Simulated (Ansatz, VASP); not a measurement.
**One calculation of Hf, two programs**

```
Hf
1.0
    -1.76815    1.76815    1.76815
     1.76815   -1.76815    1.76815
     1.76815    1.76815   -1.76815
Hf
1
Direct
  0.00000 0.00000 0.00000
```

Change from the starting cell: volume scaled by 0.94.

Alike in both runs: task single point; functional PBEsol; k mesh 16 × 16 × 16; occupations fermi-dirac, width 0.08 eV; no spin polarisation.

```csv
,VASP,Ansatz
version,VASP 6.6.1,Ansatz 0.2.0
potentials or method,"VASP PAW PBE potentials, release 64 (Hf_pv), cutoff 520 eV","all-electron LAPW, scalar-relativistic"
```

|  | VASP | Ansatz | Ansatz less VASP |
| --- | --- | --- | --- |
| pressure (GPa) | -4.0 | -3.7 | +0.30 |

VASP's potentials were made for PBE, not for PBEsol. Ansatz ran all-electron here, and VASP with PAW potentials.

Neither program's run includes spin-orbit coupling.
